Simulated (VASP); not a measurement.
Runs of VASP 6.6.1 on Si3P. The structure is that of space group Pm-3m (No. 221), or close to it. The cells are those of the table. 

```tsv
task	cell	k mesh	cutoff (eV)	gap on the mesh (eV)	pressure (GPa)	relaxed volume (Å³/atom)
relaxation of cell and atoms	relaxed from a = 3.910, b = 3.910, c = 3.870 Å, 4 atoms	12 × 12 × 12	600	-	0.1	14.66
relaxation of cell and atoms	relaxed from a = 3.926 Å, 4 atoms	12 × 12 × 12	600	none	0.0	14.67
single point	a = 3.910, b = 3.910, c = 3.870 Å, 4 atoms	6 × 6 × 6	520	none	(a)	-
single point	a = 3.886 Å, 4 atoms	12 × 12 × 12	520	none	0.0	-
```

Alike in all rows: level PBE; potentials or basis VASP PAW PBE potentials, release 64 (Si, P); no spin polarisation; smearing gaussian 0.1 eV.

Problem. Estimate the missing entries.

Solution. (a) -1.1.

Caveats: the highest band is partly filled, so the run has too few bands (at least some runs).

A gap of «none» marks levels without a gap at the run's occupations.
